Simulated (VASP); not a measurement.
Al3As:

```
Al As
1.0
     2.82196    0.00000    0.00000
     0.00000    2.82196    0.00000
     0.00000    0.00000    8.94319
Al As
3 1
Direct
  0.00000 0.00000 0.82797
  0.00000 0.00000 0.17203
  0.00000 0.00000 0.50000
  0.00000 0.00000 0.00000
```

* Program: VASP 6.6.1
* Task: relaxation of cell and atoms
* Functional: PBE
* Potentials or basis: VASP PAW PBE potentials, release 64 (Al, As)
* Cutoff: 600 eV
* k mesh: 6 × 6 × 2
* Occupations: gaussian, width 0.1 eV
* Spin: no spin polarisation

At the start: pressure 105.5 GPa; volume 17.80 Å³/atom.

Problem. How do energy, volume and symmetry change on relaxing?

Solution. Over 70 steps the energy falls by 5863.5 meV/atom and the volume is 20.20 Å³/atom (+13.5 %); space group P4/mmm (No. 123, to 0.05 Å).

The path:
```csv
step,energy change (eV),largest force (eV/Å),pressure (GPa),volume (Å³)
1,0.0000,44.6331,105.49,71.22
3,-17.8006,8.1878,4.84,207.14
5,-21.3660,0.2017,-3.11,229.76
7,-21.3874,0.0956,-2.90,227.26
9,-21.7595,0.1738,-0.40,197.40
11,-21.7982,0.5295,0.13,191.36
13,-21.9016,0.4001,-0.29,186.57
15,-22.1051,0.2150,-1.65,163.35
17,-22.1855,0.0612,-1.23,155.28
19,-22.2428,0.0662,0.01,142.20
21,-22.2467,0.0348,0.04,141.43
23,-22.2590,0.2111,0.84,130.93
25,-22.2709,0.1889,0.48,128.33
27,-22.2492,0.4280,-0.77,115.78
29,-22.2734,0.3007,-0.34,120.40
31,-22.3079,0.1113,-1.13,112.33
33,-23.3749,0.7275,1.96,79.05
35,153.1680,164.2545,122.67,78.18
37,77.3240,91.7457,275.83,44.00
39,107.0154,34.2207,567.07,36.40
41,81.8866,35.0093,471.81,38.90
43,10.4000,19.0521,199.26,50.20
45,-21.2647,0.4564,21.60,69.85
47,-23.0336,0.5915,-4.12,92.31
49,-23.1379,1.2195,-0.36,84.03
51,-23.1432,1.0146,-2.09,86.31
53,-23.1440,0.9214,-2.60,87.08
55,-23.2425,0.8411,-1.64,84.81
57,-23.3210,0.4452,1.26,80.50
59,-23.3343,0.4276,0.52,81.22
61,-23.3814,0.0935,-1.88,83.56
63,-23.4278,0.0806,-1.48,82.57
65,-23.4502,0.0428,-0.73,81.68
67,-23.4516,0.0972,-0.47,81.44
69,-23.4540,0.0034,-0.03,80.82
70,-23.4542,0.0020,0.00,80.82
```

Final structure:
```cif
data_structure
_symmetry_space_group_name_H-M 'P 1'
_symmetry_Int_Tables_number 1
_cell_length_a 2.7440
_cell_length_b 2.7440
_cell_length_c 10.7332
_cell_angle_alpha 90.000
_cell_angle_beta 90.000
_cell_angle_gamma 90.000
_cell_volume 80.82
loop_
_atom_site_label
_atom_site_type_symbol
_atom_site_fract_x
_atom_site_fract_y
_atom_site_fract_z
_atom_site_occupancy
Al1 Al 0.00000 0.00000 0.74947 1
Al2 Al 0.00000 0.00000 0.25053 1
Al3 Al 0.00000 0.00000 0.50000 1
As1 As 0.00000 0.00000 0.00000 1
```

Caveat: the k points lie up to 0.38 Å⁻¹ apart in the final cell.
